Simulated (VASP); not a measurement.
Set up this calculation in VASP 6.6.1, as the native input.

```
Task                   : single point
Functional             : r2SCAN
Potentials or basis    : VASP PAW PBE potentials, release 64 (Zn, O)
Cutoff                 : 520 eV
k mesh                 : 12 × 12 × 6
Occupations            : gaussian, width 0.05 eV
Spin                   : no spin polarisation
Dipole correction      : no
Further INCAR settings : ALGO = Normal; EDIFF = 1e-06; NBANDS = 26
```

Crystal: ZnO.

```
CELL_PARAMETERS angstrom
3.36461 0.00000 0.00000
-1.68230 2.91384 0.00000
0.00000 0.00000 4.79450
ATOMIC_POSITIONS crystal
Zn 0.33333 0.66667 0.00124
Zn 0.66667 0.33333 0.50124
O 0.33333 0.66667 0.38086
O 0.66667 0.33333 0.88086
```

This cell differs from its parent crystal: strain +0.040 along x and y, -0.080 along z.

One way to write it, as run:

POSCAR

```
ZnO
1.0
    3.3646086281      0.0000000000      0.0000000000
   -1.6823043140      2.9138365457      0.0000000000
    0.0000000000      0.0000000000      4.7945027449
Zn O
2 2
Direct
    0.3333333333      0.6666666667      0.0012360734
    0.6666666667      0.3333333333      0.5012360734
    0.3333333333      0.6666666667      0.3808639266
    0.6666666667      0.3333333333      0.8808639266
```

INCAR.step1

```
PREC = Accurate
ENCUT = 520
ISMEAR = 0
SIGMA = 0.05
LREAL = False
LASPH = True
NELM = 60
NBANDS = 26
GGA = PE
ALGO = Normal
EDIFF = 1E-4
LWAVE = True
LCHARG = False
```

INCAR.step2

```
PREC = Accurate
ENCUT = 520
EDIFF = 1E-6
ISMEAR = 0
SIGMA = 0.05
LREAL = False
LASPH = True
NELM = 60
ALGO = Normal
ISIF = 2
LWAVE = False
LCHARG = True
METAGGA = R2SCAN
LMIXTAU = True
LELF = True
LVHAR = True
NBANDS = 26
ISTART = 1
```

KPOINTS

```
Automatic mesh
0
Gamma
  12 12 6
```

Potentials or basis: VASP PAW PBE potentials, release 64 (Zn, O).

The run is started by

```bash
$ cat potpaw_PBE.64/Zn/POTCAR potpaw_PBE.64/O/POTCAR > POTCAR
$ cp INCAR.step1 INCAR
$ mpirun -np 1 vasp_std > vasp.out
$ cp INCAR.step2 INCAR
$ mpirun -np 1 vasp_std > vasp.out
```

It gave:

```json
{
 "Pressure": "5.6 GPa",
 "Largest force": "1.911 eV/Å",
 "Band gap on the k mesh": "1.23 eV"
}
```

Caveat: the cell differs from its parent crystal (strain +0.040 along x and y, -0.080 along z); the cell stands under pressure; the PAW data sets were made with another functional, which shifts forces and pressure a little.

Run time: 2.7 min on 1 thread of Intel(R) Xeon(R) 6975P-C (Granite Rapids) (shared host), peak memory 0.22 GiB.
